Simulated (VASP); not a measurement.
# TaSi2 (C222) in VASP: single point with PBEsol

Aim: the single point of TaSi2 with PBEsol.

All numbers are computed with VASP 6.6.1; they aren't measurements. Logs are shortened: lines on timing, memory, paths and dates and some standing lists are left out, and cuts for length are marked.

**1. The cell of the first run**

The structure is orthorhombic, space group C222 (No. 21). Conventional cell: a = 4.832 Å, b = 8.246 Å, c = 6.556 Å, α = 90.00°, β = 90.00°, γ = 90.00°. Ta (site symmetry 222) has 10 Si at 2.61 to 2.81 Å and 4 Ta at 3.24 Å within 3.4 Å. Within 3.4 Å of Ta (site symmetry 2) lie 10 Si at 2.60 to 2.84 Å and 4 Ta at 3.24 to 3.26 Å. Si (site symmetry 2) has 9 Si at 2.56 to 3.32 Å and 5 Ta at 2.61 to 2.81 Å within 3.4 Å. Within 3.4 Å of Si (site symmetry 1) lie 9 Si at 2.55 to 3.34 Å and 5 Ta at 2.60 to 2.84 Å.

**2. Single point, PBEsol (strain +0.0150 x Voigt [1, 0, 0, 0, 0, 0])**

Contents of INCAR:

```
ALGO = Normal
EDIFF = 1E-6
ENCUT = 520
GGA = PS
ISIF = 2
ISMEAR = 0
LASPH = T
LCHARG = F
LREAL = F
LWAVE = F
NBANDS = 38
NELM = 60
PREC = Accurate
SIGMA = 0.15
```

Contents of KPOINTS:

```
k-points
0
Gamma
  12 12 6
```

Contents of POSCAR:

```
TaSi2
1.0
    4.8324050952      0.0000000000      0.0000000000
   -2.4162025476      4.1231384964      0.0000000000
    0.0000000000      0.0000000000      6.5561430355
Ta Si
3 6
Direct
    0.5000000000      0.0000000000      0.0000000000
    0.5000000000      0.5000000000      0.6666666667
    0.0000000000      0.5000000000      0.3333333333
    0.1592827538      0.3185655076      0.0000000000
    0.8407172462      0.1592827538      0.6666666667
    0.6814344924      0.8407172462      0.3333333333
    0.8407172462      0.6814344924      0.0000000000
    0.1592827538      0.8407172462      0.6666666667
    0.3185655076      0.1592827538      0.3333333333
```

Potentials or basis: VASP PAW PBE potentials, release 64 (Ta_pv, Si).

Command:

```sh
cat potpaw_PBE.64/Ta_pv/POTCAR potpaw_PBE.64/Si/POTCAR > POTCAR
mpirun -np 1 vasp_std > vasp.out
```

OUTCAR:

```text
EDIFF = 1E-6
   ENCUT = 520
   GGA = PS
   ISIF = 2
   ISMEAR = 0
   LASPH = T
   LREAL = F
   NELM = 60
   PREC = Accurate

 ion  position               nearest neighbor table
   1  0.500  0.000  0.000-   5 2.61   6 2.61   8 2.61   9 2.61   7 2.75   4 2.75   4 2.75   7 2.75
                             4 2.81   7 2.81   2 3.24   2 3.24   3 3.24   3 3.24
   2  0.500  0.500  0.667-   6 2.60   9 2.60   7 2.61   4 2.61   5 2.72   8 2.72   8 2.75   5 2.75
                             8 2.84   5 2.84   1 3.24   1 3.24   3 3.26   3 3.26
   3  0.000  0.500  0.333-   5 2.60   8 2.60   7 2.61   4 2.61   9 2.72   6 2.72   9 2.75   6 2.75
                             6 2.84   9 2.84   1 3.24   1 3.24   2 3.26   2 3.26
   4  0.159  0.319  0.000-   5 2.56   9 2.56   2 2.61   3 2.61   7 2.63   1 2.75   1 2.75   1 2.81
                             7 2.84   7 2.84
   5  0.841  0.159  0.667-   6 2.55   4 2.56   3 2.60   1 2.61   8 2.66   2 2.72   2 2.75   8 2.81
                             2 2.84   8 2.84
   6  0.681  0.841  0.333-   5 2.55   7 2.56   2 2.60   1 2.61   9 2.66   3 2.72   3 2.75   9 2.81
                             3 2.84   9 2.84
   7  0.841  0.681  0.000-   6 2.56   8 2.56   2 2.61   3 2.61   4 2.63   1 2.75   1 2.75   1 2.81
                             4 2.84   4 2.84
   8  0.159  0.841  0.667-   9 2.55   7 2.56   3 2.60   1 2.61   5 2.66   2 2.72   2 2.75   5 2.81
                             2 2.84   5 2.84
   9  0.319  0.159  0.333-   8 2.55   4 2.56   2 2.60   1 2.61   6 2.66   3 2.72   3 2.75   6 2.81
                             3 2.84   6 2.84

  Warning from LATTYP: Monoclinic adjustment (A1->A3, A2->A1, A3->A2)!
  LATTYP: Found a base centered orthorhombic cell.
 ALAT       =     4.8324050952
 B/A-ratio  =     1.7064539976
 C/A-ratio  =     1.3567039407

  Lattice vectors:

 A1 = (   2.4162025476,  -4.1231384964,   0.0000000000)
 A2 = (   2.4162025476,   4.1231384964,   0.0000000000)
 A3 = (   0.0000000000,   0.0000000000,   6.5561430355)

Analysis of symmetry for initial positions (statically):
=====================================================================
 Subroutine PRICEL returns:
 Original cell was already a primitive cell.

 Routine SETGRP: Setting up the symmetry group for a
 base centered orthorhombic supercell.

 Subroutine GETGRP returns: Found  4 space group operations
 (whereof  4 operations were pure point group operations)
 out of a pool of  8 trial point group operations.

The static configuration has the point symmetry D_2 .

Analysis of symmetry for dynamics (positions and initial velocities):
=====================================================================
 Subroutine PRICEL returns:
 Original cell was already a primitive cell.

 Routine SETGRP: Setting up the symmetry group for a
 base centered orthorhombic supercell.

 Subroutine GETGRP returns: Found  4 space group operations
 (whereof  4 operations were pure point group operations)
 out of a pool of  8 trial point group operations.

The dynamic configuration has the point symmetry D_2 .

 Subroutine INISYM returns: Found  4 space group operations
 (whereof  4 operations are pure point group operations),
 and found     1 'primitive' translations

----------------------------------------------------------------------------------------

                                     Primitive cell

  volume of cell :     130.6290

  direct lattice vectors                    reciprocal lattice vectors
     4.832405095  0.000000000  0.000000000     0.206936294  0.121266846  0.000000000
    -2.416202548  4.123138496  0.000000000     0.000000000  0.242533691  0.000000000
     0.000000000  0.000000000  6.556143035     0.000000000  0.000000000  0.152528704

  length of vectors
     4.832405095  4.778944006  6.556143035     0.239850532  0.242533691  0.152528704

  position of ions in fractional coordinates (direct lattice)
     0.500000000  0.000000000  0.000000000
     0.500000000  0.500000000  0.666666667
     0.000000000  0.500000000  0.333333333
     0.159282754  0.318565508  0.000000000
     0.840717246  0.159282754  0.666666667
     0.681434492  0.840717246  0.333333333
     0.840717246  0.681434492  0.000000000
     0.159282754  0.840717246  0.666666667
     0.318565508  0.159282754  0.333333333

  ion indices of the primitive-cell ions
   primitive index   ion index
                 1           1
                 2           2
                 3           3
                 4           4
                 5           5
                 6           6
                 7           7
                 8           8
                 9           9

----------------------------------------------------------------------------------------

 KPOINTS: k-points

Automatic generation of k-mesh.
 Grid dimensions read from file:
 generate k-points for:   12   12    6

 Generating k-lattice:

  Cartesian coordinates                     Fractional coordinates (reciprocal lattice)
     0.017244691  0.010105570  0.000000000     0.083333333  0.000000000  0.000000000
     0.000000000  0.020211141  0.000000000     0.000000000  0.083333333  0.000000000
     0.000000000  0.000000000  0.025421451     0.000000000  0.000000000  0.166666667

  Length of vectors
     0.019987544  0.020211141  0.025421451

  Shift w.r.t. Gamma in fractional coordinates (k-lattice)
     0.000000000  0.000000000  0.000000000

 Subroutine IBZKPT returns following result:
 ===========================================

 Found    172 irreducible k-points:

 Following reciprocal coordinates:
            Coordinates               Weight
  0.000000  0.000000  0.000000      1.000000
  0.083333  0.000000  0.000000      4.000000
  0.166667  0.000000  0.000000      4.000000
  0.250000  0.000000  0.000000      4.000000
  0.333333  0.000000  0.000000      4.000000
  0.416667  0.000000  0.000000      4.000000
[... 16 lines left out ...]
  0.333333  0.166667  0.000000      4.000000
  0.416667  0.166667  0.000000      4.000000
 [... further k-points ...]
   k-points           NKPTS =    172   k-points in BZ     NKDIM =    172   number of bands    NBANDS=     38
   number of dos      NEDOS =    301   number of ions     NIONS =      9
   total plane-waves  NPLWV =  64800
   dimension x,y,z NGX =    36 NGY =   36 NGZ =   50
   dimension x,y,z NGXF=    72 NGYF=   72 NGZF=  100
   ions per type =               3   6
   NGX,Y,Z   is equivalent  to a cutoff of  12.38, 12.52, 12.68 a.u.
   NGXF,Y,Z  is equivalent  to a cutoff of  24.77, 25.05, 25.36 a.u.
 SYSTEM =  unknown system
   PREC   = accura    normal or accurate (medium, high low for compatibility)
   ISTART =      0    job   : 0-new  1-cont  2-samecut
   ICHARG =      2    charge: 1-file 2-atom 10-const
   ISPIN  =      1    spin polarized calculation?
   LNONCOLLINEAR =      F non collinear calculations
   LSORBIT =      F    spin-orbit coupling
   LASPH  =      T    aspherical Exc in radial PAW
   ENCUT  =  520.0 eV  38.22 Ry    6.18 a.u.   8.99  8.89 12.19*2*pi/ulx,y,z
   NELM   =     60;   NELMIN=  2; NELMDL= -5     # of ELM steps
   EDIFF  = 0.1E-05   stopping-criterion for ELM
   LREAL  =      F    real-space projection
   EDIFFG = 0.1E-04   stopping-criterion for IOM
   NSW    =      0    number of steps for IOM
   IBRION =     -1    ionic relax: 0-MD 1-quasi-New 2-CG
   NFREE  =      0    steps in history (QN), initial steepest desc. (CG)
   ISIF   =      2    stress and relaxation
   ISYM   =      2    0-nonsym 1-usesym 2-fastsym
   POTIM  = 0.5000    time-step for ionic-motion
   TEBEG  =    0.0;   TEEND  =   0.0 temperature during run
   PSTRESS=    0.0 pullay stress
   NELECT =      57.0000    total number of electrons
   NUPDOWN=      -1.0000    fix difference up-down
   EMIN   =  10.00;   EMAX   =-10.00  energy-range for DOS
   EFERMI =   0.00;   METHOD = LEGACY
   ISMEAR =     0;   SIGMA  =   0.15  broadening in eV -4-tet -1-fermi 0-gaus
   EFERMI_NEDOS =   21; number of points for ismear=-14 and -15
   IALGO  =     38    algorithm
   IMIX   =      4    mixing-type and parameters
     AMIX     =   0.40;   BMIX     =  1.00
     AMIX_MAG =   1.60;   BMIX_MAG =  1.00
  volume/ion in A,a.u.               =      14.51        97.95
  Fermi-wavevector in a.u.,A,eV,Ry     =   1.241709  2.346490 20.978030  1.541842
  Thomas-Fermi vector in A             =   2.376095
   LORBIT       =      0    0 simple, 1 ext, 2 COOP (PROOUT), +10 PAW based schemes
   GGA     = PS    functional components
   LHFCALC =     F    Hartree Fock is set to
   AEXX    =    0.0000 exact exchange contribution
   IVDW    =     0    specifies the selected vdW correction
   LEPSILON=     F    determine dielectric tensor
   LRPA    =     F    only Hartree local field effects (RPA)
 non-spin polarized calculation
 Gauss-broadening in eV      SIGMA  =   0.15
  energy-cutoff  :      520.00
  volume of cell :      130.63
 maximum number of plane-waves:      3543
   NGX = 17   NGY = 17   NGZ = 25

 number of electron      57.0000005 magnetization

 Free energy of the ion-electron system (eV)
  ---------------------------------------------------
  ext. energy  EPLUGINS =         0.00000000
  ---------------------------------------------------
  free energy    TOTEN  =       -77.33480841 eV

  energy without entropy =      -77.29501197  energy(sigma->0) =      -77.31491019

 E-fermi :   9.2247     XC(G=0): -12.1358

 val. band max:        9.2244796686   @ k =   0.0000   0.5000   0.0000
 cond. band min:       9.2254460316   @ k =   0.3333   0.1667   0.3333
 fundamental gap:      0.0009663630
 Fermi energy:         9.2246552198

 k-point     1 :       0.0000    0.0000    0.0000
  band No.  band energies     occupation
      1     -25.1060      2.00000
      2     -25.1011      2.00000
      3     -25.0909      2.00000
      4     -25.0378      2.00000
      5     -25.0244      2.00000
      6     -24.9369      2.00000
[... 30 lines left out ...]
     37      13.1248      0.00000
     38      13.2574      0.00000

 k-point     2 :       0.0833    0.0000    0.0000
  band No.  band energies     occupation
      1     -25.1166      2.00000
      2     -25.0973      2.00000
      3     -25.0866      2.00000
      4     -25.0369      2.00000
      5     -25.0250      2.00000
      6     -24.9389      2.00000
[... 30 lines left out ...]
     37      13.0438      0.00000
     38      13.1049      0.00000

 k-point     3 :       0.1667    0.0000    0.0000
  band No.  band energies     occupation
      1     -25.1291      2.00000
      2     -25.1008      2.00000
      3     -25.0773      2.00000
      4     -25.0343      2.00000
      5     -25.0264      2.00000
      6     -24.9412      2.00000
[... 30 lines left out ...]
     37      12.9526      0.00000
     38      13.1609      0.00000

 k-point     4 :       0.2500    0.0000    0.0000
  band No.  band energies     occupation
      1     -25.1398      2.00000
      2     -25.1062      2.00000
      3     -25.0703      2.00000
      4     -25.0324      2.00000
      5     -25.0264      2.00000
      6     -24.9427      2.00000
[... 30 lines left out ...]
     37      12.9327      0.00000
     38      13.2576      0.00000
[... 703 lines left out ...]
      4     -25.0267      2.00000
      5     -25.0176      2.00000
      6     -24.9554      2.00000
[... 30 lines left out ...]
     37      12.7346      0.00000
     38      13.3159      0.00000

 k-point    23 :       0.3333    0.1667    0.0000
  band No.  band energies     occupation
      1     -25.1531      2.00000
      2     -25.1121      2.00000
      3     -25.0802      2.00000
      4     -25.0256      2.00000
      5     -25.0141      2.00000
      6     -24.9623      2.00000
[... 30 lines left out ...]
     37      12.8606      0.00000
     38      12.9698      0.00000

 k-point    24 :       0.4167    0.1667    0.0000
  band No.  band energies     occupation
      1     -25.1548      2.00000
      2     -25.1116      2.00000
      3     -25.0810      2.00000
      4     -25.0264      2.00000
      5     -25.0121      2.00000
      6     -24.9653      2.00000
[... 30 lines left out ...]
     37      12.8092      0.00000
     38      13.0839      0.00000

 [... further k-points ...]

------------------------ aborting loop because EDIFF is reached ----------------------------------------

  FORCE on cell =-STRESS in cart. coord.  units (eV):
  Direction    XX          YY          ZZ          XY          YZ          ZX
  --------------------------------------------------------------------------------------
  -------------------------------------------------------------------------------------
  Total       -4.2817839     -0.6084158     -0.8086210      0.0000000      0.0000000      0.0000000
  in kB      -52.5164849     -7.4622776     -9.9178132      0.0000000      0.0000000      0.0000000
  external PRESSURE =     -23.2988586 kB  Pullay stress =       0.0000000 kB

 VOLUME and BASIS-vectors are now :
 -----------------------------------------------------------------------------
  energy-cutoff  :      520.00
  volume of cell :      130.63
      direct lattice vectors                 reciprocal lattice vectors
     4.832405095  0.000000000  0.000000000     0.206936294  0.121266846  0.000000000
    -2.416202548  4.123138496  0.000000000     0.000000000  0.242533691  0.000000000
     0.000000000  0.000000000  6.556143035     0.000000000  0.000000000  0.152528704

 POSITION                                       TOTAL-FORCE (eV/Angst)
 -----------------------------------------------------------------------------------
      2.41620      0.00000      0.00000         0.000000      0.000000      0.000000
      1.20810      2.06157      4.37076         0.000000      0.000000      0.076914
     -1.20810      2.06157      2.18538         0.000000      0.000000     -0.076914
      0.00000      1.31349      0.00000        -0.000000      0.000590      0.000000
      3.67783      0.65674      4.37076         0.037306      0.011972      0.030811
      1.26162      3.46639      2.18538         0.037306     -0.011972     -0.030811
      2.41620      2.80965      0.00000         0.000000     -0.000590      0.000000
     -1.26162      3.46639      4.37076        -0.037306     -0.011972      0.030811
      1.15458      0.65674      2.18538        -0.037306      0.011972     -0.030811
 -----------------------------------------------------------------------------------
    total drift:                               -0.000000      0.000000      0.000000

  FREE ENERGIE OF THE ION-ELECTRON SYSTEM (eV)
  ---------------------------------------------------
  free  energy   TOTEN  =       -77.3348084142 eV

  energy  without entropy=      -77.2950119711  energy(sigma->0) =      -77.31491019
```

Run time: 4.9 min. Hardware: 1 thread of Intel Xeon 6975P-C (Granite Rapids), shared host; peak memory 0.71 GiB.

What came out:

| Item | Value |
| --- | --- |
| Free energy | -77.3348 eV |
| Pressure | -2.3 GPa |
| Largest force | 0.077 eV/Å |
| Band gap on the k mesh | zero (an odd number of electrons rules out a gap without spin polarisation) |

Forces in eV/Å, atoms in the order of the input:
```
Ta   0.000  0.000  0.000
Ta   0.000  0.000  0.077
Ta   0.000  0.000 -0.077
Si   0.000  0.001  0.000
Si   0.037  0.012  0.031
Si   0.037 -0.012 -0.031
Si   0.000 -0.001  0.000
Si  -0.037 -0.012  0.031
Si  -0.037  0.012 -0.031
```

Caveat: the cell differs from its parent crystal (strain +0.0150 x Voigt [1, 0, 0, 0, 0, 0]); the PAW data sets were made with another functional, which shifts forces and pressure a little; spin-orbit coupling is left out, which moves the levels of the heavy elements.
